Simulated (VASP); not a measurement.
Fe: single point with PBE

Crystal: Fe.

```xyz
1
Lattice="1.3797 1.3797 1.3797 -1.3797 1.3797 1.3797 -1.3797 -1.3797 1.3797" Properties=species:S:1:pos:R:3 pbc="T T T"
Fe    0.0000    0.0000    0.0000
```

* Program: VASP 6.6.1
* Task: single point
* Functional: PBE
* Potentials or basis: VASP PAW PBE potentials, release 64 (Fe)
* Cutoff: 600 eV
* k mesh: 4 × 4 × 4
* Occupations: fermi-dirac, width 0.1 eV
* Spin: no spin polarisation
* Dipole correction: no
* Further INCAR settings: ALGO = Normal; EDIFF = 1e-06; NBANDS = 10

```json
{"Pressure": "0.8 GPa", "Band gap on the k mesh": "zero (band 4 reaches 7.97 eV, above the bottom of band 5 at 6.51 eV)"}
```

Levels at points of the mesh, in eV from the Fermi level:
| k point | band 2 | band 3 | band 4 | band 5 | band 6 | band 7 |
| --- | --- | --- | --- | --- | --- | --- |
| (0.00, 0.00, 0.00) | -1.69 | -1.69 | -1.69 | 0.05 | 0.05 | 25.53 |
| (0.50, 0.00, 0.00) | -3.01 | 0.04 | 0.31 | 0.41 | 1.49 | 8.59 |
| (0.50, 0.50, 0.50) | -4.62 | 1.17 | 1.17 | 1.17 | 10.51 | 10.51 |

It took 1.8 s on 1 thread of Intel(R) Xeon(R) 6975P-C (Granite Rapids), on a shared host, peak memory 0.12 GiB.

Caveat: the k points lie up to 0.81 Å⁻¹ apart; the run has no spin polarisation, though such a crystal can be magnetic. Spin polarisation is off, so any magnetic state and its effect on volume and gap are missing.
